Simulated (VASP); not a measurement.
# Sn3Se (Pm-3m) in VASP: further runs, part 2 of 2

VASP 6.6.1.

## 3. Single point, PBEsol (strained)

Contents of INCAR:

```
SYSTEM = Sn3Se
  ALGO = Normal
  EDIFF = 1E-6
  ENCUT = 520
  GGA = PS
  ISIF = 2
  ISMEAR = 0
  LASPH = .TRUE.
  LCHARG = .FALSE.
  LREAL = .FALSE.
  LWAVE = .FALSE.
  NBANDS = 32
  NELM = 100
  PREC = Accurate
  SIGMA = 0.1
```

Contents of KPOINTS:

```
k-points
0
G
  10 10 10
  0 0 0
```

Contents of POSCAR:

```
Sn3Se
1.0
    4.7318736353      0.0000000000      0.0000000000
    0.0000000000      4.7318736353      0.0000000000
    0.0000000000      0.0000000000      4.7318736353
Sn Se
3 1
Direct
    0.0000000000      0.5000000000      0.5000000000
    0.5000000000      0.0000000000      0.5000000000
    0.5000000000      0.5000000000      0.0000000000
    0.0000000000      0.0000000000      0.0000000000
```

Potentials or basis: VASP PAW PBE potentials, release 64 (Sn_d, Se).

Run with:

```sh
> cat potpaw_PBE.64/Sn_d/POTCAR potpaw_PBE.64/Se/POTCAR > POTCAR
> mpirun -np 1 vasp_std > vasp.out
```

OUTCAR:

```text
SYSTEM = Sn3Se
   EDIFF = 1E-6
   ENCUT = 520
   GGA = PS
   ISIF = 2
   ISMEAR = 0
   LASPH = .TRUE.
   LREAL = .FALSE.
   NELM = 100
   PREC = Accurate

 ion  position               nearest neighbor table
   1  0.000  0.500  0.500-   2 3.35   3 3.35   3 3.35   2 3.35   2 3.35   3 3.35   3 3.35   2 3.35

   2  0.500  0.000  0.500-   1 3.35   3 3.35   3 3.35   1 3.35   3 3.35   3 3.35   1 3.35   1 3.35

   3  0.500  0.500  0.000-   1 3.35   2 3.35   1 3.35   2 3.35   2 3.35   2 3.35   1 3.35   1 3.35

   4  0.000  0.000  0.000-

  LATTYP: Found a simple cubic cell.
 ALAT       =     4.7318736353

  Lattice vectors:

 A1 = (   4.7318736353,   0.0000000000,   0.0000000000)
 A2 = (   0.0000000000,   4.7318736353,   0.0000000000)
 A3 = (   0.0000000000,   0.0000000000,   4.7318736353)

Analysis of symmetry for initial positions (statically):
=====================================================================
 Subroutine PRICEL returns:
 Original cell was already a primitive cell.

 Routine SETGRP: Setting up the symmetry group for a
 simple cubic supercell.

 Subroutine GETGRP returns: Found 48 space group operations
 (whereof 48 operations were pure point group operations)
 out of a pool of 48 trial point group operations.

The static configuration has the point symmetry O_h .

Analysis of symmetry for dynamics (positions and initial velocities):
=====================================================================
 Subroutine PRICEL returns:
 Original cell was already a primitive cell.

 Routine SETGRP: Setting up the symmetry group for a
 simple cubic supercell.

 Subroutine GETGRP returns: Found 48 space group operations
 (whereof 48 operations were pure point group operations)
 out of a pool of 48 trial point group operations.

[... 120 lines left out ...]
   EFERMI_NEDOS =   21; number of points for ismear=-14 and -15
   IALGO  =     38    algorithm
   IMIX   =      4    mixing-type and parameters
     AMIX     =   0.40;   BMIX     =  1.00
     AMIX_MAG =   1.60;   BMIX_MAG =  1.00
  volume/ion in A,a.u.               =      26.49       178.75
  Fermi-wavevector in a.u.,A,eV,Ry     =   1.257348  2.376043 21.509771  1.580924
  Thomas-Fermi vector in A             =   2.391011
   LORBIT       =      0    0 simple, 1 ext, 2 COOP (PROOUT), +10 PAW based schemes
   GGA     = PS    functional components
   LHFCALC =     F    Hartree Fock is set to
   AEXX    =    0.0000 exact exchange contribution
   IVDW    =     0    specifies the selected vdW correction
   LEPSILON=     F    determine dielectric tensor
   LRPA    =     F    only Hartree local field effects (RPA)
 non-spin polarized calculation
 Gauss-broadening in eV      SIGMA  =   0.10
  energy-cutoff  :      520.00
  volume of cell :      105.95
 maximum number of plane-waves:      2897
 NGX is ok and might be reduce to    36
   NGX = 17   NGY = 17   NGZ = 17

 number of electron      47.9999983 magnetization

 Free energy of the ion-electron system (eV)
  ---------------------------------------------------
  ext. energy  EPLUGINS =         0.00000000
  ---------------------------------------------------
  free energy    TOTEN  =       -16.52897726 eV

  energy without entropy =      -16.51573508  energy(sigma->0) =      -16.52235617

 E-fermi :   7.1735     XC(G=0): -10.3441

 val. band max:        7.1536989404   @ k =   0.3000   0.3000   0.2000
 cond. band min:       7.1790993174   @ k =   0.5000   0.1000   0.0000
 fundamental gap:      0.0254003770
 Fermi energy:         7.1735323118

 k-point     1 :       0.0000    0.0000    0.0000
  band No.  band energies     occupation
      1     -14.5316      2.00000
      2     -14.5316      2.00000
      3     -14.5316      2.00000
      4     -14.5048      2.00000
      5     -14.5048      2.00000
      6     -14.4803      2.00000
[... 829 lines left out ...]
     31      12.3865      0.00000
     32      13.1487      0.00000

 [... further k-points ...]

------------------------ aborting loop because EDIFF is reached ----------------------------------------

  FORCE on cell =-STRESS in cart. coord.  units (eV):
  Direction    XX          YY          ZZ          XY          YZ          ZX
  --------------------------------------------------------------------------------------
  -------------------------------------------------------------------------------------
  Total       -1.5314311     -1.5314311     -1.5314311      0.0000000     -0.0000000     -0.0000000
  in kB      -23.1584038    -23.1584038    -23.1584038      0.0000000     -0.0000000     -0.0000000
  external PRESSURE =     -23.1584038 kB  Pullay stress =       0.0000000 kB

 VOLUME and BASIS-vectors are now :
 -----------------------------------------------------------------------------
  energy-cutoff  :      520.00
  volume of cell :      105.95
      direct lattice vectors                 reciprocal lattice vectors
     4.731873635  0.000000000  0.000000000     0.211332778  0.000000000  0.000000000
     0.000000000  4.731873635  0.000000000     0.000000000  0.211332778  0.000000000
     0.000000000  0.000000000  4.731873635     0.000000000  0.000000000  0.211332778

 POSITION                                       TOTAL-FORCE (eV/Angst)
 -----------------------------------------------------------------------------------
      0.00000      2.36594      2.36594         0.000000      0.000000      0.000000
      2.36594      0.00000      2.36594         0.000000      0.000000      0.000000
      2.36594      2.36594      0.00000         0.000000      0.000000      0.000000
      0.00000      0.00000      0.00000         0.000000      0.000000      0.000000
 -----------------------------------------------------------------------------------
    total drift:                                0.000000      0.000000      0.000000

  FREE ENERGIE OF THE ION-ELECTRON SYSTEM (eV)
  ---------------------------------------------------
  free  energy   TOTEN  =       -16.5289772598 eV

  energy  without entropy=      -16.5157350800  energy(sigma->0) =      -16.52235617
```

OSZICAR:

```text
N       E                     dE             d eps       ncg     rms          rms(c)
DAV:   1     0.448837676448E+03    0.44884E+03   -0.23796E+04  3696   0.219E+03
DAV:   2     0.434492067289E+02   -0.40539E+03   -0.39362E+03  3592   0.556E+02
DAV:   3    -0.139343166762E+02   -0.57384E+02   -0.55487E+02  4296   0.174E+02
DAV:   4    -0.166091794255E+02   -0.26749E+01   -0.26555E+01  4072   0.398E+01
DAV:   5    -0.166895182885E+02   -0.80339E-01   -0.80333E-01  4856   0.740E+00    0.361E+00
DAV:   6    -0.165478507205E+02    0.14167E+00   -0.20297E-01  4832   0.395E+00    0.211E+00
DAV:   7    -0.165322303946E+02    0.15620E-01   -0.73019E-02  4512   0.171E+00    0.890E-01
DAV:   8    -0.165291153923E+02    0.31150E-02   -0.98686E-03  4632   0.628E-01    0.132E-01
DAV:   9    -0.165289821313E+02    0.13326E-03   -0.11910E-03  4080   0.286E-01    0.419E-02
DAV:  10    -0.165289782096E+02    0.39217E-05   -0.18314E-04  4936   0.138E-01    0.170E-02
DAV:  11    -0.165289772761E+02    0.93348E-06   -0.15529E-05  4320   0.330E-02    0.516E-03
DAV:  12    -0.165289772598E+02    0.16264E-07   -0.93933E-07  2728   0.729E-03
   1 F= -.16528977E+02 E0= -.16522356E+02  d E =-.132422E-01
```

stdout:

```text
POSCAR found type information on POSCAR SnSe
 POSCAR found :  2 types and       4 ions
 scaLAPACK will be used
 -----------------------------------------------------------------------------
|                                                                             |
|                                                                             |
|     You enforced a specific xc type in the INCAR file but a different       |
|     I HOPE YOU KNOW WHAT YOU ARE DOING!                                     |
|                                                                             |
 -----------------------------------------------------------------------------

 LDA part: xc-table for (Slater+PW92), standard interpolation
 POSCAR, INCAR and KPOINTS ok, starting setup
 FFT: planning ... GRIDC
 FFT: planning ... GRID_SOFT
 FFT: planning ... GRID
 WAVECAR not read
 entering main loop
```

Wall time 78 s (1 thread of Intel Xeon 6975P-C (Granite Rapids), shared host); peak memory 0.29 GiB.

What came out:

| Property | Result |
| --- | --- |
| Free energy | -16.5290 eV |
| Pressure | -2.3 GPa |
| Band gap on the k mesh | zero (bands 24 and 25 overlap by 2.46 eV) |

Caveat: the cell differs from its parent crystal (strained); the PAW data sets were made with another functional, which shifts forces and pressure a little; spin-orbit coupling is left out, which moves the levels of the heavy elements.

## 4. Single point, PBEsol (strained)

Contents of INCAR:

```
SYSTEM = Sn3Se
PREC = Accurate ; ENCUT = 520
EDIFF = 1E-6 ; ISMEAR = 0
SIGMA = 0.1 ; LREAL = .FALSE.
LASPH = .TRUE. ; NELM = 100
ALGO = Normal ; ISIF = 2
LWAVE = .FALSE. ; LCHARG = .TRUE.
GGA = PS ; LELF = .TRUE.
LVHAR = .TRUE. ; NBANDS = 32
```

Contents of KPOINTS:

```
regular mesh
0
G
  10 10 10
  0 0 0
```

Contents of POSCAR:

```
Sn3Se
1.0
    4.8174645513      0.0000000000      0.0000000000
    0.0000000000      4.8174645513      0.0000000000
    0.0000000000      0.0000000000      4.8174645513
Sn Se
3 1
Direct
    0.0000000000      0.5000000000      0.5000000000
    0.5000000000      0.0000000000      0.5000000000
    0.5000000000      0.5000000000      0.0000000000
    0.0000000000      0.0000000000      0.0000000000
```

Potentials or basis: VASP PAW PBE potentials, release 64 (Sn_d, Se).

Run with:

```sh
> cat potpaw_PBE.64/Sn_d/POTCAR potpaw_PBE.64/Se/POTCAR > POTCAR
> mpirun -np 1 vasp_std > vasp.out
```

OUTCAR:

```text
SYSTEM = Sn3Se
   PREC = Accurate
   ENCUT = 520
   EDIFF = 1E-6
   ISMEAR = 0
   LREAL = .FALSE.
   LASPH = .TRUE.
   NELM = 100
   ISIF = 2
   GGA = PS

 ion  position               nearest neighbor table
   1  0.000  0.500  0.500-   2 3.41   3 3.41   3 3.41   2 3.41   2 3.41   3 3.41   3 3.41   2 3.41

   2  0.500  0.000  0.500-   1 3.41   3 3.41   3 3.41   1 3.41   3 3.41   3 3.41   1 3.41   1 3.41

   3  0.500  0.500  0.000-   1 3.41   2 3.41   1 3.41   2 3.41   2 3.41   2 3.41   1 3.41   1 3.41

   4  0.000  0.000  0.000-

  LATTYP: Found a simple cubic cell.
 ALAT       =     4.8174645513

  Lattice vectors:

 A1 = (   4.8174645513,   0.0000000000,   0.0000000000)
 A2 = (   0.0000000000,   4.8174645513,   0.0000000000)
 A3 = (   0.0000000000,   0.0000000000,   4.8174645513)

Analysis of symmetry for initial positions (statically):
=====================================================================
 Subroutine PRICEL returns:
 Original cell was already a primitive cell.

 Routine SETGRP: Setting up the symmetry group for a
 simple cubic supercell.

 Subroutine GETGRP returns: Found 48 space group operations
 (whereof 48 operations were pure point group operations)
 out of a pool of 48 trial point group operations.

The static configuration has the point symmetry O_h .

Analysis of symmetry for dynamics (positions and initial velocities):
=====================================================================
 Subroutine PRICEL returns:
 Original cell was already a primitive cell.

 Routine SETGRP: Setting up the symmetry group for a
 simple cubic supercell.

 Subroutine GETGRP returns: Found 48 space group operations
 (whereof 48 operations were pure point group operations)
 out of a pool of 48 trial point group operations.

[... 120 lines left out ...]
   EFERMI_NEDOS =   21; number of points for ismear=-14 and -15
   IALGO  =     38    algorithm
   IMIX   =      4    mixing-type and parameters
     AMIX     =   0.40;   BMIX     =  1.00
     AMIX_MAG =   1.60;   BMIX_MAG =  1.00
  volume/ion in A,a.u.               =      27.95       188.62
  Fermi-wavevector in a.u.,A,eV,Ry     =   1.235009  2.333828 20.752241  1.525247
  Thomas-Fermi vector in A             =   2.369676
   LORBIT       =      0    0 simple, 1 ext, 2 COOP (PROOUT), +10 PAW based schemes
   GGA     = PS    functional components
   LHFCALC =     F    Hartree Fock is set to
   AEXX    =    0.0000 exact exchange contribution
   IVDW    =     0    specifies the selected vdW correction
   LEPSILON=     F    determine dielectric tensor
   LRPA    =     F    only Hartree local field effects (RPA)
 non-spin polarized calculation
 Gauss-broadening in eV      SIGMA  =   0.10
  energy-cutoff  :      520.00
  volume of cell :      111.80
 maximum number of plane-waves:      3036
 NGX is ok and might be reduce to    36
   NGX = 17   NGY = 17   NGZ = 17

 number of electron      48.0000050 magnetization

 Free energy of the ion-electron system (eV)
  ---------------------------------------------------
  ext. energy  EPLUGINS =         0.00000000
  ---------------------------------------------------
  free energy    TOTEN  =       -16.40503308 eV

  energy without entropy =      -16.39260221  energy(sigma->0) =      -16.39881765

 E-fermi :   6.5575     XC(G=0): -10.0974

 val. band max:        6.5522301368   @ k =   0.1000   0.1000   0.1000
 cond. band min:       6.5725937296   @ k =   0.3000   0.3000   0.1000
 fundamental gap:      0.0203635928
 Fermi energy:         6.5574840748

 k-point     1 :       0.0000    0.0000    0.0000
  band No.  band energies     occupation
      1     -15.1213      2.00000
      2     -15.1213      2.00000
      3     -15.1213      2.00000
      4     -15.1079      2.00000
      5     -15.1079      2.00000
      6     -15.0711      2.00000
[... 829 lines left out ...]
     31      11.4788      0.00000
     32      12.4662      0.00000

 [... further k-points ...]

------------------------ aborting loop because EDIFF is reached ----------------------------------------

  FORCE on cell =-STRESS in cart. coord.  units (eV):
  Direction    XX          YY          ZZ          XY          YZ          ZX
  --------------------------------------------------------------------------------------
  -------------------------------------------------------------------------------------
  Total       -3.1161564     -3.1161564     -3.1161564      0.0000000      0.0000000     -0.0000000
  in kB      -44.6554265    -44.6554265    -44.6554265      0.0000000      0.0000000     -0.0000000
  external PRESSURE =     -44.6554265 kB  Pullay stress =       0.0000000 kB

 VOLUME and BASIS-vectors are now :
 -----------------------------------------------------------------------------
  energy-cutoff  :      520.00
  volume of cell :      111.80
      direct lattice vectors                 reciprocal lattice vectors
     4.817464551  0.000000000  0.000000000     0.207578071  0.000000000  0.000000000
     0.000000000  4.817464551  0.000000000     0.000000000  0.207578071  0.000000000
     0.000000000  0.000000000  4.817464551     0.000000000  0.000000000  0.207578071

 POSITION                                       TOTAL-FORCE (eV/Angst)
 -----------------------------------------------------------------------------------
      0.00000      2.40873      2.40873         0.000000      0.000000      0.000000
      2.40873      0.00000      2.40873         0.000000      0.000000      0.000000
      2.40873      2.40873      0.00000         0.000000      0.000000      0.000000
      0.00000      0.00000      0.00000         0.000000      0.000000      0.000000
 -----------------------------------------------------------------------------------
    total drift:                                0.000000      0.000000      0.000000

  FREE ENERGIE OF THE ION-ELECTRON SYSTEM (eV)
  ---------------------------------------------------
  free  energy   TOTEN  =       -16.4050330816 eV

  energy  without entropy=      -16.3926022133  energy(sigma->0) =      -16.39881765
```

Wall time 71 s (1 thread of Intel Xeon 6975P-C (Granite Rapids), shared host); peak memory 0.3 GiB.

What came out:

* Free energy: -16.4050 eV
* Pressure: -4.5 GPa
* Band gap on the k mesh: zero (bands 24 and 25 overlap by 2.37 eV)

Caveat: the cell differs from its parent crystal (strained); the cell stands under tension; the PAW data sets were made with another functional, which shifts forces and pressure a little; spin-orbit coupling is left out, which moves the levels of the heavy elements.

## 5. The runs side by side

```tsv
level	cell	gap on the mesh (eV)	pressure (GPa)
r2SCAN	a = 4.636 Å, 4 atoms	none	3.3
PBEsol	a = 4.732 Å, 4 atoms	none	-2.3
PBEsol	a = 4.817 Å, 4 atoms	none	-4.5
```

Alike in all rows: task single point; potentials or basis VASP PAW PBE potentials, release 64 (Sn_d, Se); no spin polarisation; k mesh 10 × 10 × 10; cutoff (eV) 520; smearing gaussian 0.1 eV.

Caveats: the PAW data sets were made with another functional, which shifts forces and pressure a little; spin-orbit coupling is left out, which moves the levels of the heavy elements; the cell stands under pressure (at least some runs); the cell stands under tension (at least some runs).

Total energies depend on the potentials used, so only differences within one code and one set of settings carry meaning.
